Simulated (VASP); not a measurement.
Co:

```
Co
1.0
     0.00000    1.81400    1.81400
     1.81400    0.00000    1.81400
     1.81400    1.81400    0.00000
Co
1
Direct
  0.00000 0.00000 0.00000
```

Base run:

```yaml
Program: VASP 6.6.1
Functional: PBE
Potentials_or_basis: VASP PAW PBE potentials, release 64 (Co)
Cutoff: 520 eV
k_mesh: 11 × 11 × 11
Occupations: fermi-dirac, width 0.1 eV
Spin: collinear spin, ferromagnetic start
Starting_moments: "[0.3] μB"
```

Its results: pressure -25.5 GPa; net moment 0.00 μB per cell.

Task: After a change of settings the same cell gave: pressure -15.7 GPa; net moment 1.68 μB per cell; site moments Co +1.71 μB. Which change was it?
A. moments at the start from [0.3] to [3.0]
B. moments at the start from [0.3] to [2.55]; fixed moment from none to 2.55 μB
C. moments at the start from [0.3] to [2.12]; fixed moment from none to 2.12 μB

Result: A.
